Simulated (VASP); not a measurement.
Here is a VASP 6.6.1 calculation.

File INCAR:

```
ALGO     = Normal         # electronic algorithm
DIPOL    = 0.5 0.5 0.500
EDIFF    = 1E-6           # SCF threshold, eV
ENCUT    = 520            # plane-wave cutoff, eV
GGA      = PE             # functional
IDIPOL   = 3            
ISIF     = 2              # what is computed and relaxed
ISMEAR   = 0              # smearing method
LASPH    = True           # aspherical terms in the spheres
LCHARG   = True           # write CHGCAR
LDIPOL   = True         
LELF     = True           # ELF
LREAL    = False          # projectors in reciprocal space
LVACPOTAV= True         
LVHAR    = True         
LWAVE    = False          # write WAVECAR
NBANDS   = 28             # bands
NELM     = 100            # most SCF steps
PREC     = Accurate       # precision mode
SIGMA    = 0.1            # smearing width, eV
```

The input KPOINTS:

```
k-points
0
Gamma
  13 13 1
```

Contents of POSCAR:

```
W
1.0
    2.7570398384      0.0000000000      0.0000000000
   -0.9190132795      2.5993620877      0.0000000000
    0.0000000000      0.0000000000     19.5022272031
W
3
Direct
    0.5000000000      0.5000000000      0.3845714606
    0.0000000000      0.0000000000      0.5000000000
    0.5000000000      0.5000000000      0.6154285394
```

Potentials or basis: VASP PAW PBE potentials, release 64 (W_sv).

Command:

```sh
$ cat potpaw_PBE.64/W_sv/POTCAR > POTCAR
$ mpirun -np 1 vasp_std > vasp.out
```

(1) Predict the largest force.

(2) Predict the band gap on the k mesh.

## Answers

(1) 0.620 eV/Å.

(2) zero (band 21 reaches 1.85 eV, above the bottom of band 22 at 0.21 eV).

Caveat: spin-orbit coupling is left out, which moves the levels of the heavy elements.
